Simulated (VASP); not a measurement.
# In8O11 (P1) in VASP: a series of runs, part 2 of 2

VASP 6.6.1. The steps go on from the part before.

## Step 3: Single point, PBE

INCAR

```
PREC = Accurate
ENCUT = 520
EDIFF = 1E-6
ISMEAR = -1
SIGMA = 0.01
LREAL = Auto
LASPH = T
NELM = 60
ALGO = Normal
ISIF = 2
LWAVE = F
LCHARG = T
GGA = PE
LELF = T
LVHAR = T
NBANDS = 100
```

KPOINTS

```
Automatic mesh
0
Gamma
  1 1 1
```

POSCAR

```
In8O11
1.0
    5.4870000000      3.1679210000      9.6733330000
   -2.7435000000      1.5839600000      4.8366670000
    0.0000000000     -3.1679210000      4.8366670000
In O
8 11
Direct
    0.1835010000      0.3487410000      0.3546030000
    0.0695980000      0.1434730000      0.1370540000
    0.3227060000      0.6350350000      0.6429720000
    0.4288610000      0.8570000000      0.8649240000
    0.6760880000      0.3564070000      0.3572340000
    0.5741190000      0.1480510000      0.1425780000
    0.8239520000      0.6405570000      0.6438840000
    0.9301620000      0.8541660000      0.8550930000
    0.2700220000      0.9401820000      0.2466020000
    0.1242900000      0.5432940000      0.9514680000
    0.2284950000      0.0517390000      0.7505110000
    0.5267400000      0.7510720000      0.4572310000
    0.3747780000      0.4559860000      0.0387680000
    0.7787570000      0.9430530000      0.2510770000
    0.4779670000      0.2449780000      0.5573820000
    0.6217560000      0.5496620000      0.9491770000
    0.7280980000      0.0451720000      0.7403640000
    0.0217670000      0.7487110000      0.4575360000
    0.8791550000      0.4483060000      0.0442860000
```

Potentials or basis: VASP PAW PBE potentials, release 64 (In_d, O).

On the command line:

```console
> cat potpaw_PBE.64/In_d/POTCAR potpaw_PBE.64/O/POTCAR > POTCAR
> mpirun -np 1 vasp_gam > vasp.out
```

OUTCAR:

```text
PREC = Accurate
   ENCUT = 520
   EDIFF = 1E-6
   ISMEAR = -1
   LREAL = Auto
   LASPH = T
   NELM = 60
   ISIF = 2
   GGA = PE

 ion  position               nearest neighbor table
   1  0.184  0.349  0.355-  13 2.11  11 2.11  18 2.18  10 2.28   9 2.30   2 3.15   3 3.23   3 3.24
                             7 3.27   2 3.59   6 3.60   2 3.64   4 3.91   4 3.99   8 3.99   4 3.99
   2  0.070  0.143  0.137-  19 2.06  11 2.09  18 2.14   9 2.23  10 2.24   1 3.15   8 3.22   4 3.25
                             8 3.26   1 3.59   5 3.61   1 3.64   7 3.92   7 3.96   3 3.98   3 3.99
   3  0.323  0.635  0.643-  15 2.09  10 2.13   9 2.16  13 2.21  12 2.31  11 2.32   4 3.17   5 3.21
                             1 3.23   1 3.24   4 3.56   4 3.56   8 3.60   6 3.93   2 3.98   2 3.99
   4  0.429  0.857  0.865-   9 2.05  16 2.06  15 2.10  11 2.25  12 2.26  13 2.26   3 3.17   6 3.22
                             2 3.25   6 3.28   3 3.56   3 3.56   7 3.62   1 3.91   5 3.93   5 3.96
   5  0.676  0.356  0.357-  17 2.10  12 2.13  19 2.17  15 2.21  16 2.27  14 2.28   6 3.03   3 3.21
                             7 3.24   7 3.25   2 3.61   6 3.62   6 3.65   4 3.93   4 3.96   8 4.00
   6  0.574  0.148  0.143-  12 2.14  13 2.16  17 2.18  16 2.20  14 2.26  15 2.27   5 3.03   4 3.22
                             8 3.24   4 3.28   1 3.60   5 3.62   5 3.65   3 3.93   7 3.95   7 3.99
   7  0.824  0.641  0.644-  14 2.10  16 2.16  18 2.22  17 2.22  19 2.24   8 3.08   5 3.24   5 3.25
                             1 3.27   8 3.62   4 3.62   8 3.63   2 3.92   6 3.95   2 3.96   6 3.99
   8  0.930  0.854  0.855-  10 2.10  14 2.11  18 2.22  19 2.25  17 2.28   7 3.08   2 3.22   6 3.24
                             2 3.26   3 3.60   7 3.62   7 3.63   1 3.99   5 4.00   1 4.01   1 4.01
   9  0.270  0.940  0.247-   4 2.05   3 2.16   2 2.23   1 2.30
  10  0.124  0.543  0.951-   8 2.10   3 2.13   2 2.24   1 2.28
  11  0.228  0.052  0.751-   2 2.09   1 2.11   4 2.25   3 2.32
  12  0.527  0.751  0.457-   5 2.13   6 2.14   4 2.26   3 2.31
  13  0.375  0.456  0.039-   1 2.11   6 2.16   3 2.21   4 2.26
  14  0.779  0.943  0.251-   7 2.10   8 2.11   6 2.26   5 2.28
  15  0.478  0.245  0.557-   3 2.09   4 2.10   5 2.21   6 2.27
  16  0.622  0.550  0.949-   4 2.06   7 2.16   6 2.20   5 2.27
  17  0.728  0.045  0.740-   5 2.10   6 2.18   7 2.22   8 2.28
  18  0.022  0.749  0.458-   2 2.14   1 2.18   7 2.22   8 2.22
  19  0.879  0.448  0.044-   2 2.06   5 2.17   7 2.24   8 2.25

  LATTYP: Found a base centered monoclinic cell.
 ALAT       =    10.1788562901
 B/A-ratio  =     0.5390585647
 C/A-ratio  =     0.9336769098
[... 179 lines left out ...]
 NGX is ok and might be reduce to    90
   NGX = 43   NGY = 21   NGZ = 21

 number of electron     170.0000007 magnetization

 Free energy of the ion-electron system (eV)
  ---------------------------------------------------
  ext. energy  EPLUGINS =         0.00000000
  ---------------------------------------------------
  free energy    TOTEN  =      -101.97070951 eV

  energy without entropy =     -101.97070951  energy(sigma->0) =     -101.97070951

 E-fermi :   5.9601     XC(G=0): -11.0882

 val. band max:        5.6379223193   @ k =   0.0000   0.0000   0.0000
 cond. band min:       8.7289240636   @ k =   0.0000   0.0000   0.0000
 fundamental gap:      3.0910017442
 Fermi energy:         5.9600761154

 k-point     1 :       0.0000    0.0000    0.0000
  band No.  band energies     occupation
      1     -12.1720      2.00000
      2     -11.6604      2.00000
      3     -11.6454      2.00000
      4     -11.5162      2.00000
      5     -11.3689      2.00000
      6     -11.2738      2.00000
[... 89 lines left out ...]
     96      14.0019      0.00000
     97      14.2936      0.00000
 [bands above 97 left out]

------------------------ aborting loop because EDIFF is reached ----------------------------------------

  FORCE on cell =-STRESS in cart. coord.  units (eV):
  Direction    XX          YY          ZZ          XY          YZ          ZX
  --------------------------------------------------------------------------------------
  -------------------------------------------------------------------------------------
  Total       19.3486144     15.6669775     12.9685072      2.5249199     -1.8860396      1.5352386
  in kB      122.9090170     99.5220002     82.3803933     16.0391548    -11.9807688      9.7523610
  external PRESSURE =     101.6038035 kB  Pullay stress =       0.0000000 kB

 VOLUME and BASIS-vectors are now :
 -----------------------------------------------------------------------------
  energy-cutoff  :      520.00
  volume of cell :      252.22
      direct lattice vectors                 reciprocal lattice vectors
     5.487000000  3.167921000  9.673333000     0.091124474  0.052610744  0.034458994
    -2.743500000  1.583960000  4.836667000    -0.182248955  0.105221488  0.068917989
     0.000000000 -3.167921000  4.836667000     0.000000025 -0.210442966  0.068917978

 POSITION                                       TOTAL-FORCE (eV/Angst)
 -----------------------------------------------------------------------------------
      0.05010      0.01035      5.17691         0.203442      0.356635      0.422701
     -0.01173      0.01356      2.03006         0.905893      0.098193     -0.104719
      0.02847     -0.00871      9.30294        -0.232172      0.435277      0.238735
      0.00198     -0.02396     12.47689        -0.028471      0.825622     -0.493893
      2.73189      1.57464      9.99167        -0.316435      0.147138      0.724162
      2.74401      1.60159      6.95932         0.087472     -0.373124     -1.148800
[... 11 lines left out ...]
     -1.93465     -0.19455      6.04477         0.085616      0.161011     -0.075492
      3.59400      3.35490     10.88686        -0.509563      0.285804     -0.295535
 -----------------------------------------------------------------------------------
    total drift:                               -0.012076      0.003238     -0.005182

  FREE ENERGIE OF THE ION-ELECTRON SYSTEM (eV)
  ---------------------------------------------------
  free  energy   TOTEN  =      -101.9707095061 eV

  energy  without entropy=     -101.9707095061  energy(sigma->0) =     -101.97070951
```

Run time: 3 min. Hardware: 1 thread of Intel Xeon 8259CL, shared host; peak memory 0.44 GiB.

Results:

```yaml
Free_energy: -101.9707 eV
Pressure: 10.2 GPa
Largest_force: 1.957 eV/Å
```

Forces on the atoms (eV/Å):
```
In   0.203  0.357  0.423
In   0.906  0.098 -0.105
In  -0.232  0.435  0.239
In  -0.028  0.826 -0.494
In  -0.316  0.147  0.724
In   0.087 -0.373 -1.149
In   0.012 -0.355 -0.745
In  -0.600  0.188  0.239
O   -0.342 -1.521  1.183
O   -0.127 -1.165  0.232
O   -0.628  0.468 -0.910
O   -0.089  0.688 -0.262
O   -0.048  0.041  0.050
O    0.411  0.312 -0.095
O    0.097 -0.050 -0.296
O    1.367 -0.354  0.664
O   -0.249 -0.188  0.672
O    0.086  0.161 -0.075
O   -0.510  0.286 -0.296
```

Stress tensor (GPa, compression positive):
```
12.29  1.60  0.98
 1.60  9.95 -1.20
 0.98 -1.20  8.24
```

Caveat: the k points lie up to 1.32 Å⁻¹ apart, too coarse for converged energies, forces and pressures; spin-orbit coupling is left out, which moves the levels of the heavy elements; forces of over 1 eV/Å act on the atoms, so gaps and moduli don't describe the material at rest.

## Step 4: Single point, HSE06

POSCAR is that of step 3.

INCAR.step1

```
  PREC = Accurate
  ENCUT = 520
  EDIFF = 1E-5
  ISMEAR = 0
  SIGMA = 0.01
  LREAL = Auto
  LASPH = True
  NELM = 100
  ALGO = Normal
  ISIF = 2
  LWAVE = True
  LCHARG = False
  NBANDS = 100
  GGA = PE
```

INCAR.step2

```
  PREC = Accurate
  ENCUT = 520
  EDIFF = 1E-7
  ISMEAR = 0
  SIGMA = 0.01
  LREAL = Auto
  LASPH = True
  NELM = 100
  ALGO = Normal
  ISIF = 2
  LWAVE = False
  LCHARG = False
  GGA = PE
  LHFCALC = True
  HFSCREEN = 0.2079
  PRECFOCK = Fast
  NBANDS = 100
  ISTART = 1
```

KPOINTS

```
regular mesh
0
Gamma
  1 1 1
```

On the command line:

```console
> cat potpaw_PBE.64/In_d/POTCAR potpaw_PBE.64/O/POTCAR > POTCAR
> cp INCAR.step1 INCAR
> mpirun -np 1 vasp_gam > vasp.out
> cp INCAR.step2 INCAR
> mpirun -np 1 vasp_gam > vasp.out
```

Run time: 13 min. Hardware: 1 thread of Intel Xeon 8259CL, shared host; peak memory 0.6 GiB.

The run converged. Its results:

```
Free energy   : -130.8876 eV
Pressure      : 2.5 GPa
Largest force : 1.916 eV/Å
```

Forces on the atoms (eV/Å):
```
In   0.150  0.417  0.434
In   0.906  0.167 -0.100
In  -0.239  0.358  0.298
In  -0.028  0.782 -0.590
In  -0.229  0.125  0.672
In   0.123 -0.315 -1.030
In  -0.093 -0.293 -0.578
In  -0.496  0.094  0.123
O   -0.204 -1.428  1.262
O   -0.092 -1.060  0.260
O   -0.631  0.473 -0.903
O   -0.074  0.729 -0.321
O    0.026 -0.069  0.004
O    0.330  0.317 -0.116
O    0.011 -0.010 -0.278
O    1.280 -0.422  0.631
O   -0.341 -0.241  0.611
O    0.103  0.152 -0.089
O   -0.502  0.223 -0.289
```

Stress tensor (GPa, compression positive):
```
 4.42  1.87  1.02
 1.87  1.82 -0.92
 1.02 -0.92  1.23
```

Levels at points of the mesh, in eV from the Fermi level:
```csv
k point,band 83,band 84,band 85,band 86,band 87,band 88
"(0.00, 0.00, 0.00)",-0.86,-0.80,-0.11,4.00,4.57,5.67
```

Caveat: the k points lie up to 1.32 Å⁻¹ apart, too coarse for converged energies, forces and pressures; the PAW data sets were made with another functional, which shifts forces and pressure a little; spin-orbit coupling is left out, which moves the levels of the heavy elements.

## Step 5: Single point, HSE06

POSCAR is that of step 4.

INCAR.step1

```
PREC = Accurate ; ENCUT = 520
EDIFF = 1E-5 ; ISMEAR = -1
SIGMA = 0.01 ; LREAL = Auto
LASPH = True ; NELM = 80
ALGO = Normal ; ISIF = 2
LWAVE = True ; LCHARG = False
GGA = PE ; NBANDS = 100
```

INCAR.step2

```
PREC = Accurate ; ENCUT = 520
EDIFF = 1E-6 ; ISMEAR = -1
SIGMA = 0.01 ; LREAL = Auto
LASPH = True ; NELM = 80
ALGO = Normal ; ISIF = 2
LWAVE = False ; LCHARG = False
GGA = PE ; LHFCALC = True
HFSCREEN = 0.2079 ; PRECFOCK = Fast
ISTART = 1 ; NBANDS = 100
```

KPOINTS is that of step 4.

On the command line:

```console
> cat potpaw_PBE.64/In_d/POTCAR potpaw_PBE.64/O/POTCAR > POTCAR
> cp INCAR.step1 INCAR
> mpirun -np 1 vasp_gam > vasp.out
> cp INCAR.step2 INCAR
> mpirun -np 1 vasp_gam > vasp.out
```

Wall time 9.7 min (1 thread of Intel Xeon 8259CL, shared host); peak memory 0.6 GiB.

It converged, with:

```yaml
Free_energy: -130.8876 eV
Pressure: 2.4 GPa
Largest_force: 1.916 eV/Å
```

Forces in eV/Å, atoms in the order of the input:
```
In   0.150  0.417  0.434
In   0.906  0.167 -0.100
In  -0.238  0.358  0.298
In  -0.028  0.782 -0.590
In  -0.230  0.125  0.672
In   0.122 -0.316 -1.030
In  -0.093 -0.293 -0.578
In  -0.496  0.094  0.123
O   -0.204 -1.428  1.262
O   -0.093 -1.060  0.260
O   -0.631  0.473 -0.903
O   -0.074  0.729 -0.321
O    0.025 -0.069  0.004
O    0.330  0.317 -0.116
O    0.011 -0.010 -0.278
O    1.280 -0.422  0.631
O   -0.341 -0.241  0.611
O    0.103  0.152 -0.089
O   -0.502  0.223 -0.289
```

Stress tensor (GPa, compression positive):
```
 4.38  1.87  1.02
 1.87  1.78 -0.92
 1.02 -0.92  1.19
```

Levels at points of the mesh, in eV from the Fermi level:
| k point | band 83 | band 84 | band 85 | band 86 | band 87 | band 88 |
| --- | --- | --- | --- | --- | --- | --- |
| (0.00, 0.00, 0.00) | -1.07 | -1.00 | -0.32 | 3.79 | 4.37 | 5.46 |

Caveat: the k points lie up to 1.32 Å⁻¹ apart, too coarse for converged energies, forces and pressures; the PAW data sets were made with another functional, which shifts forces and pressure a little; spin-orbit coupling is left out, which moves the levels of the heavy elements.

## Step 6: The runs side by side

```tsv
level	smearing	grid for exact exchange (PRECFOCK)	share of exact exchange	screening parameter	pressure (GPa)	largest force (eV/Å)
PBE	gaussian 0.01 eV	-	-	-	10.2	1.96
PBE	fermi-dirac 0.01 eV	-	-	-	10.2	1.96
HSE06	gaussian 0.01 eV	Fast	0.25	0.2079 1/Å	2.5	1.92
HSE06	fermi-dirac 0.01 eV	Fast	0.25	0.2079 1/Å	2.4	1.92
```

Alike in all rows: task single point; potentials or basis VASP PAW PBE potentials, release 64 (In_d, O); no spin polarisation; cell as given; k mesh 1 × 1 × 1; cutoff (eV) 520.

Caveats: all runs use coarse meshes; spin-orbit coupling is left out, which moves the levels of the heavy elements; forces of over 1 eV/Å act on the atoms, so gaps and moduli don't describe the material at rest (at least some runs); the PAW data sets were made with another functional, which shifts forces and pressure a little (at least some runs).

Total energies depend on the potentials used, so only differences within one code and one set of settings carry meaning.
